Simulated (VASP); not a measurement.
A run of VASP 6.6.1 is set up as follows.

File INCAR:

```
SYSTEM = AlN
ALGO = Normal
EDIFF = 1E-6
ENCUT = 520
GGA = PS
ISIF = 2
ISMEAR = 0
LASPH = .True.
LCHARG = .False.
LREAL = .False.
LWAVE = .False.
NBANDS = 11
NELM = 80
PREC = Accurate
SIGMA = 0.05
```

File KPOINTS:

```
k-points
0
Gamma
  10 10 10
  0 0 0
```

The input POSCAR:

```
AlN
1.0
    0.1660253140      2.1085991901      2.1085991901
    2.1085991901      0.1660253140      2.1085991901
    2.1085991901      2.1085991901      0.1660253140
Al N
1 1
Direct
    0.5000000000      0.5000000000      0.5000000000
    0.0000000000      0.0000000000      0.0000000000
```

Potentials or basis: VASP PAW PBE potentials, release 64 (Al, N).

Command:

```sh
$ cat potpaw_PBE.64/Al/POTCAR potpaw_PBE.64/N/POTCAR > POTCAR
$ mpirun -np 1 vasp_std > vasp.out
```

Question: Predict the band gap on the k mesh.

Answer: 2.84 eV, indirect (least direct gap 4.00 eV).

Question: Estimate the pressure.

Answer: 1.4 GPa.

Stress tensor (GPa, compression positive):
```
  1.38 -28.11 -28.11
-28.11   1.38 -28.11
-28.11 -28.11   1.38
```

Caveat: the PAW data sets were made with another functional, which shifts forces and pressure a little. A k mesh can miss the band edges.
